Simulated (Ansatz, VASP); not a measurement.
# Two plane-wave programs on GaSb

POSCAR

```
GaSb
1.0
    0.0000000000      3.0590000000      3.0590000000
    3.0590000000      0.0000000000      3.0590000000
    3.0590000000      3.0590000000      0.0000000000
Sb Ga
1 1
Direct
    0.7500000000      0.7500000000      0.7500000000
    0.0000000000      0.0000000000      0.0000000000
```

The input INCAR.step1:

```
SYSTEM = GaSb
ALGO = Normal
EDIFF = 1E-5
ENCUT = 520
GGA = PE
ISIF = 2
ISMEAR = -1
LASPH = .TRUE.
LCHARG = .FALSE.
LREAL = .FALSE.
LWAVE = .TRUE.
NBANDS = 16
NELM = 60
PREC = Accurate
SIGMA = 0.05
```

The input INCAR.step2:

```
SYSTEM = GaSb
AEXX = 0.35
ALGO = Normal
EDIFF = 1E-6
ENCUT = 520
ISIF = 2
ISMEAR = -1
ISTART = 1
LASPH = .TRUE.
LCHARG = .FALSE.
LHFCALC = .TRUE.
LMIXTAU = .TRUE.
LREAL = .FALSE.
LWAVE = .FALSE.
METAGGA = R2SCAN
NBANDS = 16
NELM = 60
PREC = Accurate
PRECFOCK = Normal
SIGMA = 0.05
```

The input KPOINTS:

```
k-points
0
G
  4 4 4
  0 0 0
```

The input input.yaml:

```yaml
crystal:
  lattice:
    - [0.0, 3.059, 3.059]
    - [3.059, 0.0, 3.059]
    - [3.059, 3.059, 0.0]
  atoms:
    - { symbol: Sb, position: [0.75, 0.75, 0.75] }
    - { symbol: Ga, position: [0.0, 0.0, 0.0] }
hamiltonian:
  xc: { exchange: r2scan, correlation: r2scan, exx: { coeff: 0.35 } }
  pseudopotentials: { kind: paw }
kpoints:
  mp_grid: { grid: [4, 4, 4] }
scf:
  occupations: { method: fermi_dirac, width: 0.05 }
output:
  forces: true
  stress: true
  eigenvalues: true
```

Alike in both runs: task single point; functional r2SCAN-based global hybrid with a share of 0.35 of exact exchange; k mesh 4 × 4 × 4; occupations fermi-dirac, width 0.05 eV; no spin polarisation.

```csv
,VASP,Ansatz
version,VASP 6.6.1,Ansatz 0.2.0
potentials or method,"VASP PAW PBE potentials, release 64 (Sb, Ga_d)",Ansatz PAW
plane-wave cutoff (eV),520,500
valence electrons in the cell,18,28
```

Ansatz gave:

| Quantity | Value |
| --- | --- |
| gap on the k mesh at the Fermi level (eV) | 2.26 |
| least direct gap on the mesh (eV) | 2.26 |
| pressure (GPa) | -0.9 |

Task: Estimate VASP's values.

Result: gap on the k mesh at the Fermi level (eV): 2.42; least direct gap on the mesh (eV): 2.42; pressure (GPa): -2.0.

VASP's potentials were made for PBE, not for r2SCAN-based global hybrid. With one functional, cell and mesh, what is left measures potentials, basis and numerics. VASP's potentials hold 18 valence electrons a cell and Ansatz's 28, so a difference there can come from the potentials and not from the codes.

The k mesh is coarse, so the values compare programs but aren't converged. Spin-orbit coupling is off throughout.
